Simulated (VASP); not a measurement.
Crystal: SiC.

```
Si C
1.0
     3.01291    0.00000    0.00000
    -1.50645    2.60925    0.00000
     0.00000    0.00000    9.86507
Si C
4 4
Direct
  0.00000 0.00000 0.18789
  0.00000 0.00000 0.68789
  0.33333 0.66667 0.43784
  0.66667 0.33333 0.93784
  0.00000 0.00000 0.00046
  0.00000 0.00000 0.50046
  0.33333 0.66667 0.24980
  0.66667 0.33333 0.74980
```

Base run:

- Program: VASP 6.6.1
- Functional: PBE
- Potentials or basis: VASP PAW PBE potentials, release 64 (Si, C)
- Cutoff: 520 eV
- k mesh: 10 × 10 × 3
- Occupations: fermi-dirac, width 0.05 eV
- Spin: no spin polarisation

Its results: band gap on the k mesh 2.23 eV, indirect (least direct gap 3.37 eV); pressure 19.7 GPa; largest force 0.027 eV/Å.

Task: The run is repeated on the same cell with these changes: dispersion from none to D3(BJ). What comes out?

Result: Band gap on the k mesh 2.23 eV, indirect (least direct gap 3.37 eV); pressure 14.4 GPa; largest force 0.027 eV/Å.

Dispersion adds attraction, which lowers the pressure at fixed volume and, as a term added to the energy, leaves the levels alone.

A k mesh can miss the band edges.
